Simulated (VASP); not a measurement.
**LiTbH4: single point with PBE**

LiTbH4:

```
Li Tb H
1.0
     0.00000    2.96992    2.96992
     2.96992    0.00000    2.96992
     2.96992    2.96992    0.00000
Li Tb H
1 1 4
Direct
  0.75000 0.75000 0.75000
  0.00000 0.00000 0.00000
  0.87960 0.37347 0.37347
  0.37347 0.37347 0.37347
  0.37347 0.87960 0.37347
  0.37347 0.37347 0.87960
```

The cell was built from a structure type or drawn by symmetry, and may not be a known phase.

```
Program             : VASP 6.6.1
Task                : single point
Functional          : PBE
Potentials or basis : VASP PAW PBE potentials, release 64 (Li_sv, Tb_3, H), 4f in core
Cutoff              : 750 eV
k mesh              : 6 × 6 × 6
Occupations         : gaussian, width 0.1 eV
Spin                : no spin polarisation
```

```
Pressure               : 0.2 GPa
Band gap on the k mesh : 0.61 eV (least direct gap 0.87 eV)
```

Forces in eV/Å, atoms in the order of the input:
```
Li   0.000  0.000  0.000
Tb   0.000  0.000  0.000
H    0.002 -0.002 -0.002
H    0.002  0.002  0.002
H   -0.002  0.002 -0.002
H   -0.002 -0.002  0.002
```

Levels at points of the mesh, in eV from the valence-band top:
```tsv
k point	band 4	band 5	band 6	band 7	band 8	band 9	band 10	band 11	band 12	band 13
(0.00, 0.00, 0.00)	-21.85	-7.55	-0.57	-0.57	-0.57	2.98	2.98	3.16	3.16	3.16
(0.50, 0.00, 0.00)	-21.88	-5.36	-3.52	-1.10	-1.10	3.60	3.60	4.30	4.43	5.03
(0.50, 0.50, 0.00)	-21.93	-5.04	-4.00	0.00	0.00	0.87	4.10	4.17	4.17	4.30
```

Run time: 44 s on 1 thread of Intel(R) Xeon(R) Platinum 8375C CPU @ 2.90GHz (Ice Lake), with other jobs on the host, peak memory 0.25 GiB.

Caveat: spin-orbit coupling is left out, which moves the levels of the heavy elements; the 4f electrons are frozen in the core, so they carry no moment and show no levels. Spin polarisation is off, so any magnetic state and its effect on volume and gap are missing.
